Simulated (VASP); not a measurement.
A run of VASP 6.6.1 is set up as follows.

The input INCAR:

```
SYSTEM = HfH2
PREC = Accurate ; ENCUT = 520
EDIFF = 1E-8 ; ISMEAR = -1
SIGMA = 0.03 ; LREAL = .False.
LASPH = .True. ; NELM = 100
ALGO = Normal ; ISIF = 2
LWAVE = .False. ; LCHARG = .False.
LEFG = .True. ; NBANDS = 13
```

File KPOINTS:

```
Automatic mesh
0
Gamma
  15 15 15
  0 0 0
```

File POSCAR:

```
HfH2
1.0
   -1.7132226083      1.7132226083      2.1231335821
    1.7132226083     -1.7132226083      2.1231335821
    1.7132226083      1.7132226083     -2.1231335821
Hf H
1 2
Direct
    0.0000000000      0.0000000000      0.0000000000
    0.2500000000      0.7500000000      0.5000000000
    0.7500000000      0.2500000000      0.5000000000
```

Potentials or basis: VASP PAW LDA potentials, release 64 (Hf_pv, H).

The run is started by

```console
$ cat potpaw_LDA.64/Hf_pv/POTCAR potpaw_LDA.64/H/POTCAR > POTCAR
$ mpirun -np 1 vasp_std > vasp.out
```

**Question.** Predict the band gap on the k mesh.

**Answer.** Zero (band 6 reaches 6.08 eV, above the bottom of band 7 at 5.08 eV).

**Question.** Predict the pressure.

**Answer.** -0.3 GPa.

Stress tensor (GPa, compression positive):
```
 0.11  0.00  0.00
 0.00  0.11  0.00
 0.00  0.00 -1.12
```

Caveat: without QUAD_EFG the Cq values of the log hold for a quadrupole moment of 1 mb, not for the nuclei; spin-orbit coupling is left out, which moves the levels of the heavy elements.
